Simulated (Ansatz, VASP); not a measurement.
HC12: VASP beside Ansatz

```
CELL_PARAMETERS angstrom
5.05093 0.00000 0.00000
0.00000 5.05093 0.00000
0.00000 0.00000 22.37549
ATOMIC_POSITIONS crystal
C 0.00000 0.25000 0.17877
C 0.00000 0.75000 0.17877
C 0.50000 0.25000 0.17877
C 0.50000 0.75000 0.17877
C 0.00000 0.00000 0.21867
C 0.00000 0.50000 0.21867
C 0.50000 0.00000 0.21867
C 0.50000 0.50000 0.21867
C 0.25000 0.00000 0.25858
C 0.25000 0.50000 0.25858
C 0.75000 0.00000 0.25858
C 0.75000 0.50000 0.25858
C 0.25000 0.25000 0.29760
C 0.25000 0.75000 0.29760
C 0.75000 0.25000 0.29760
C 0.75000 0.75000 0.29760
C 0.00000 0.25000 0.33949
C 0.00000 0.75000 0.33949
C 0.50000 0.25000 0.33949
C 0.50000 0.75000 0.33949
C 0.00000 0.00000 0.37432
C 0.00000 0.50000 0.37432
C 0.50000 0.00000 0.37432
C 0.50000 0.50000 0.37432
H 0.92576 0.37500 0.46593
H 0.07424 0.37500 0.46593
```

Alike in both runs: task single point; functional PBE; k mesh 5 × 5 × 1; occupations gaussian, width 0.05 eV; no spin polarisation.

```csv
,VASP,Ansatz
version,VASP 6.6.1,Ansatz 0.2.0
potentials or method,"VASP PAW PBE potentials, release 64 (C, H), cutoff 520 eV","scalar-relativistic, plane waves, PAW"
valence electrons in the cell,98,98
```

|  | VASP | Ansatz | Ansatz less VASP |
| --- | --- | --- | --- |
| gap on the k mesh at the Fermi level (eV) | none | none | - |
| rms of the force components (eV/Å) | 0.777 | 0.782 | +0.0054 |

Atom by atom the forces differ by 0.014 eV/Å (rms over components). A gap of «none» marks a metal or a gap that the smearing closes. Ansatz's warnings: xc potential rough in thin density.
